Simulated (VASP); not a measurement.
# ZnS (P6_3mc) in VASP: notebook, part 2 of 2

VASP 6.6.1.

### 3 Single point, PBEsol

This run uses another cell than the first one, of 17.68 Å³/atom, 0.852 times its volume.

Contents of INCAR:

```
PREC     = Accurate       # precision mode
ENCUT    = 520            # plane-wave cutoff, eV
EDIFF    = 1E-6           # SCF threshold, eV
ISMEAR   = 0              # smearing method
SIGMA    = 0.05           # smearing width, eV
LREAL    = F              # projectors in reciprocal space
LASPH    = T              # aspherical terms in the spheres
NELM     = 100            # most SCF steps
ALGO     = Normal         # electronic algorithm
ISIF     = 2              # what is computed and relaxed
LWAVE    = F              # write WAVECAR
LCHARG   = F              # write CHGCAR
GGA      = PS             # functional
NBANDS   = 26             # bands
```

Contents of KPOINTS:

```
Automatic mesh
0
Gamma
  9 9 6
```

Contents of POSCAR:

```
ZnS
1.0
    3.6778050849      0.0000000000      0.0000000000
   -1.8389025425      3.1850726337      0.0000000000
    0.0000000000      0.0000000000      6.0385469599
Zn S
2 2
Direct
    0.3333333333      0.6666666667      0.0296020378
    0.6666666667      0.3333333333      0.5296020378
    0.3333333333      0.6666666667      0.3795575521
    0.6666666667      0.3333333333      0.8795575521
```

Potentials or basis: VASP PAW PBE potentials, release 64 (Zn, S).

On the command line:

```bash
$ cat potpaw_PBE.64/Zn/POTCAR potpaw_PBE.64/S/POTCAR > POTCAR
$ mpirun -np 1 vasp_std > vasp.out
```

OUTCAR:

```text
PREC = Accurate
   ENCUT = 520
   EDIFF = 1E-6
   ISMEAR = 0
   LREAL = F
   LASPH = T
   NELM = 100
   ISIF = 2
   GGA = PS

 ion  position               nearest neighbor table
   1  0.333  0.667  0.030-   3 2.11   4 2.31   4 2.31   4 2.31
   2  0.667  0.333  0.530-   4 2.11   3 2.31   3 2.31   3 2.31
   3  0.333  0.667  0.380-   1 2.11   2 2.31   2 2.31   2 2.31
   4  0.667  0.333  0.880-   2 2.11   1 2.31   1 2.31   1 2.31

  LATTYP: Found a hexagonal cell.
 ALAT       =     3.6778050849
[... 895 lines left out ...]

  FORCE on cell =-STRESS in cart. coord.  units (eV):
  Direction    XX          YY          ZZ          XY          YZ          ZX
  --------------------------------------------------------------------------------------
  -------------------------------------------------------------------------------------
  Total        1.9823839      1.9823839      8.2760157     -0.0000000      0.0000000      0.0000000
  in kB       44.9011889     44.9011889    187.4525663     -0.0000000      0.0000000      0.0000000
  external PRESSURE =      92.4183147 kB  Pullay stress =       0.0000000 kB

 VOLUME and BASIS-vectors are now :
 -----------------------------------------------------------------------------
  energy-cutoff  :      520.00
  volume of cell :       70.74
      direct lattice vectors                 reciprocal lattice vectors
     3.677805085  0.000000000  0.000000000     0.271901304  0.156982291  0.000000000
    -1.838902543  3.185072634  0.000000000     0.000000000  0.313964583  0.000000000
     0.000000000  0.000000000  6.038546960     0.000000000  0.000000000  0.165602753

 POSITION                                       TOTAL-FORCE (eV/Angst)
 -----------------------------------------------------------------------------------
     -0.00000      2.12338      0.17875         0.000000      0.000000     -1.634033
      1.83890      1.06169      3.19803        -0.000000      0.000000     -1.634033
     -0.00000      2.12338      2.29198         0.000000     -0.000000      1.634033
      1.83890      1.06169      5.31125        -0.000000     -0.000000      1.634033
 -----------------------------------------------------------------------------------
    total drift:                               -0.000000     -0.000001      0.002099

  FREE ENERGIE OF THE ION-ELECTRON SYSTEM (eV)
  ---------------------------------------------------
  free  energy   TOTEN  =       -14.8061766077 eV

  energy  without entropy=      -14.8061766077  energy(sigma->0) =      -14.80617661
```

OSZICAR:

```text
N       E                     dE             d eps       ncg     rms          rms(c)
DAV:   1     0.248634274962E+03    0.24863E+03   -0.17269E+04  2496   0.174E+03
DAV:   2     0.916814406983E+01   -0.23947E+03   -0.22883E+03  2546   0.359E+02
DAV:   3    -0.151010099891E+02   -0.24269E+02   -0.24025E+02  2952   0.114E+02
DAV:   4    -0.156946894543E+02   -0.59368E+00   -0.59245E+00  2956   0.177E+01
DAV:   5    -0.157033230112E+02   -0.86336E-02   -0.86311E-02  3028   0.216E+00    0.120E+01
DAV:   6    -0.148236799464E+02    0.87964E+00   -0.19483E+00  3114   0.443E+01    0.899E+00
DAV:   7    -0.148204953050E+02    0.31846E-02   -0.15316E+00  2628   0.799E+00    0.366E+00
DAV:   8    -0.148079292797E+02    0.12566E-01   -0.34753E-02  2818   0.136E+00    0.988E-01
DAV:   9    -0.148060072970E+02    0.19220E-02   -0.12668E-02  3406   0.126E+00    0.230E-01
DAV:  10    -0.148060854115E+02   -0.78115E-04   -0.58898E-04  2992   0.318E-01    0.130E-01
DAV:  11    -0.148061750500E+02   -0.89638E-04   -0.12603E-04  2612   0.932E-02    0.456E-02
DAV:  12    -0.148061755019E+02   -0.45190E-06   -0.11148E-05  3164   0.583E-02    0.670E-03
DAV:  13    -0.148061773914E+02   -0.18895E-05   -0.47685E-06  2866   0.350E-02    0.556E-03
DAV:  14    -0.148061766077E+02    0.78374E-06   -0.13365E-06  1498   0.270E-02
   1 F= -.14806177E+02 E0= -.14806177E+02  d E =-.888997E-15
```

Wall time 37 s (1 thread of Intel Xeon 6975P-C (Granite Rapids), shared host); peak memory 0.22 GiB.

Results:

```
Free energy            : -14.8062 eV
Pressure               : 9.2 GPa
Largest force          : 1.634 eV/Å
Band gap on the k mesh : 2.49 eV, direct
```

Forces on the atoms (eV/Å):
```
Zn   0.000  0.000 -1.634
Zn   0.000  0.000 -1.634
S    0.000  0.000  1.634
S    0.000  0.000  1.634
```

Caveat: the PAW data sets were made with another functional, which shifts forces and pressure a little. A hybrid or GW would open this gap; PBEsol tends to underestimate it.

### 4 Single point, PBEsol

This run uses another cell than the first one, of 17.68 Å³/atom, 0.852 times its volume.

Contents of INCAR:

```
SYSTEM = ZnS
  ALGO = Normal
  EDIFF = 1E-7
  ENCUT = 520
  GGA = PS
  ISIF = 2
  ISMEAR = 0
  LASPH = .TRUE.
  LCHARG = .FALSE.
  LREAL = .FALSE.
  LWAVE = .FALSE.
  NBANDS = 26
  NELM = 100
  PREC = Accurate
  SIGMA = 0.05
```

Contents of KPOINTS:

```
k-points
0
G
  9 9 6
  0 0 0
```

Changes to POSCAR since step 3:

```diff
@@ -8,4 +8,4 @@
 Direct
-    0.3333333333      0.6666666667      0.0296020378
-    0.6666666667      0.3333333333      0.5296020378
+    0.3333333333      0.6666666667      0.0054424479
+    0.6666666667      0.3333333333      0.5054424479
     0.3333333333      0.6666666667      0.3795575521
```

On the command line:

```bash
$ cat potpaw_PBE.64/Zn/POTCAR potpaw_PBE.64/S/POTCAR > POTCAR
$ mpirun -np 1 vasp_std > vasp.out
```

Run time: 35 s. Hardware: 1 thread of Intel Xeon 6975P-C (Granite Rapids), shared host; peak memory 0.22 GiB.

The run converged. Its results:

```
Free energy            : -15.0161 eV
Pressure               : 8.2 GPa
Largest force          : 0.024 eV/Å
Band gap on the k mesh : 2.55 eV, direct
```

Forces in eV/Å, atoms in the order of the input:
```
Zn   0.000  0.000  0.024
Zn   0.000  0.000  0.024
S    0.000  0.000 -0.024
S    0.000  0.000 -0.024
```

Stress tensor (GPa, compression positive):
```
8.12 0.00 0.00
0.00 8.12 0.00
0.00 0.00 8.28
```

Levels at points of the mesh, in eV from the valence-band top:
| k point | band 16 | band 17 | band 18 | band 19 | band 20 | band 21 |
| --- | --- | --- | --- | --- | --- | --- |
| (0.00, 0.00, 0.00) | -0.10 | 0.00 | 0.00 | 2.55 | 3.16 | 6.12 |
| (0.00, 0.00, 0.50) | -0.56 | -0.56 | -0.56 | 3.72 | 3.72 | 6.61 |

Caveat: the PAW data sets were made with another functional, which shifts forces and pressure a little.

### 5 Single point, PBEsol

This run uses another cell than the first one, of 17.68 Å³/atom, 0.852 times its volume.

Contents of INCAR:

```
  PREC = Accurate
  ENCUT = 520
  EDIFF = 1E-7
  ISMEAR = 0
  SIGMA = 0.05
  LREAL = F
  LASPH = T
  NELM = 100
  ALGO = Normal
  ISIF = 2
  LWAVE = F
  LCHARG = T
  GGA = PS
  LELF = T
  LVHAR = T
  NBANDS = 26
```

Contents of KPOINTS:

```
regular mesh
0
Gamma
  9 9 6
```

Changes to POSCAR since step 4:

```diff
@@ -8,4 +8,4 @@
 Direct
-    0.3333333333      0.6666666667      0.0054424479
-    0.6666666667      0.3333333333      0.5054424479
+    0.3333333333      0.6666666667     -0.0187171420
+    0.6666666667      0.3333333333      0.4812828580
     0.3333333333      0.6666666667      0.3795575521
```

On the command line:

```bash
$ cat potpaw_PBE.64/Zn/POTCAR potpaw_PBE.64/S/POTCAR > POTCAR
$ mpirun -np 1 vasp_std > vasp.out
```

Run time: 36 s. Hardware: 1 thread of Intel Xeon 6975P-C (Granite Rapids), shared host; peak memory 0.22 GiB.

Results (log left out):

* Free energy: -14.8718 eV
* Pressure: 9.2 GPa
* Largest force: 0.854 eV/Å
* Band gap on the k mesh: 2.64 eV, direct

Forces in eV/Å, atoms in the order of the input:
```
Zn   0.000  0.000  0.854
Zn   0.000  0.000  0.854
S    0.000  0.000 -0.854
S    0.000  0.000 -0.854
```

Stress tensor (GPa, compression positive):
```
12.10  0.00  0.00
 0.00 12.10  0.00
 0.00  0.00  3.47
```

Levels at points of the mesh, in eV from the valence-band top:
| k point | band 14 | band 15 | band 16 | band 17 | band 18 | band 19 | band 20 | band 21 | band 22 | band 23 |
| --- | --- | --- | --- | --- | --- | --- | --- | --- | --- | --- |
| (0.00, 0.00, 0.00) | -0.94 | -0.94 | -0.01 | -0.01 | 0.00 | 2.64 | 2.99 | 6.11 | 6.11 | 6.48 |
| (0.00, 0.00, 0.50) | -2.98 | -0.50 | -0.50 | -0.50 | -0.50 | 3.66 | 3.66 | 6.54 | 6.54 | 6.54 |

Caveat: the PAW data sets were made with another functional, which shifts forces and pressure a little. A k mesh can miss the band edges.

### 6 Single point, PBEsol

This run uses another cell than the first one, of 17.68 Å³/atom, 0.852 times its volume.

Contents of INCAR:

```
PREC = Accurate
ENCUT = 520
EDIFF = 1E-6
ISMEAR = 0
SIGMA = 0.05
LREAL = F
LASPH = T
NELM = 80
ALGO = Normal
ISIF = 2
LWAVE = F
LCHARG = F
GGA = PS
NBANDS = 26
```

Contents of KPOINTS:

```
Automatic mesh
0
Gamma
  9 9 6
```

Changes to POSCAR since step 5:

```diff
@@ -8,4 +8,4 @@
 Direct
-    0.3333333333      0.6666666667     -0.0187171420
-    0.6666666667      0.3333333333      0.4812828580
+    0.3333333333      0.6666666667      0.0175222429
+    0.6666666667      0.3333333333      0.5175222429
     0.3333333333      0.6666666667      0.3795575521
```

Potentials or basis: VASP PAW PBE potentials, release 64 (Zn, S).

On the command line:

```bash
$ cat potpaw_PBE.64/Zn/POTCAR potpaw_PBE.64/S/POTCAR > POTCAR
$ mpirun -np 1 vasp_std > vasp.out
```

It took 35 s on 1 thread of Intel Xeon 6975P-C (Granite Rapids), shared host; peak memory 0.22 GiB.

It converged, with:

```
Free energy            : -14.9712 eV
Pressure               : 8.4 GPa
Largest force          : 0.677 eV/Å
Band gap on the k mesh : 2.51 eV, direct
```

Forces on the atoms (eV/Å):
```
Zn   0.000  0.000 -0.677
Zn   0.000  0.000 -0.677
S    0.000  0.000  0.677
S    0.000  0.000  0.677
```

Stress tensor (GPa, compression positive):
```
 6.24  0.00  0.00
 0.00  6.24  0.00
 0.00  0.00 12.60
```

Levels at points of the mesh, in eV from the valence-band top:
| k point | band 15 | band 16 | band 17 | band 18 | band 19 | band 20 | band 21 | band 22 |
| --- | --- | --- | --- | --- | --- | --- | --- | --- |
| (0.00, 0.00, 0.00) | -1.15 | -0.22 | 0.00 | 0.00 | 2.51 | 3.25 | 6.12 | 6.12 |
| (0.00, 0.00, 0.50) | -0.61 | -0.61 | -0.61 | -0.61 | 3.75 | 3.75 | 6.64 | 6.64 |

Caveat: the PAW data sets were made with another functional, which shifts forces and pressure a little. PBEsol gaps usually lie below the measured ones, often by a third to a half.
